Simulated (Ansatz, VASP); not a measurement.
**Two plane-wave programs on TiSi2**

INCAR

```
  ALGO = Normal
  EDIFF = 1E-6
  ENCUT = 520
  ISIF = 2
  ISMEAR = -1
  LASPH = True
  LCHARG = True
  LELF = True
  LREAL = False
  LVHAR = True
  LWAVE = False
  NBANDS = 29
  NELM = 80
  PREC = Accurate
  SIGMA = 0.05
```

File KPOINTS:

```
k-points
0
Gamma
  8 8 8
```

Contents of POSCAR:

```
TiSi2
1.0
    1.7883327548     -6.8482296503      0.0000000000
    1.7883327548      6.8482296503      0.0000000000
    0.0000000000      0.0000000000      3.6120895340
Ti Si
2 4
Direct
    0.1031180800      0.8968819200      0.2500000000
    0.8968819200      0.1031180800      0.7500000000
    0.7503148200      0.2496851800      0.2500000000
    0.2496851800      0.7503148200      0.7500000000
    0.4417485500      0.5582514500      0.2500000000
    0.5582514500      0.4417485500      0.7500000000
```

Contents of input.yaml:

```yaml
crystal:
  lattice:
    - [1.7883327548, -6.8482296503, 0.0]
    - [1.7883327548, 6.8482296503, 0.0]
    - [0.0, 0.0, 3.612089534]
  atoms:
    - { symbol: Ti, position: [0.10311808, 0.89688192, 0.25] }
    - { symbol: Ti, position: [0.89688192, 0.10311808, 0.75] }
    - { symbol: Si, position: [0.75031482, 0.24968518, 0.25] }
    - { symbol: Si, position: [0.24968518, 0.75031482, 0.75] }
    - { symbol: Si, position: [0.44174855, 0.55825145, 0.25] }
    - { symbol: Si, position: [0.55825145, 0.44174855, 0.75] }
hamiltonian:
  xc: lda
  pseudopotentials: { kind: paw }
kpoints:
  mp_grid: { grid: [8, 8, 8] }
scf:
  occupations: { method: fermi_dirac, width: 0.05 }
output:
  forces: true
  stress: true
  eigenvalues: true
  write_density: true
  write_potential: true
  elf: true
  volumetric_format: npy
```

Alike in both runs: task single point; functional LDA; k mesh 8 × 8 × 8; occupations fermi-dirac, width 0.05 eV; no spin polarisation.

|  | VASP | Ansatz |
| --- | --- | --- |
| version | VASP 6.6.1 | Ansatz 0.2.0 |
| potentials or method | VASP PAW LDA potentials, release 64 (Ti_sv, Si) | Ansatz PAW |
| plane-wave cutoff (eV) | 520 | 420 |
| valence electrons in the cell | 40 | 40 |

```tsv
	VASP	Ansatz	Ansatz less VASP
gap on the k mesh at the Fermi level (eV)	none	none	-
pressure (GPa)	-10.0	-10.1	-0.10
traceless stress, the component that is largest in VASP (GPa)	0.81	0.83	+0.017
rms of the force components (eV/Å)	0.046	0.047	+0.0006
```

LDA's correlation is that of Perdew and Zunger in VASP and of Perdew and Wang (1992) in Ansatz. Atom by atom the forces differ by 0.002 eV/Å (rms over components). A gap of «none» marks a metal or a gap that the smearing closes.
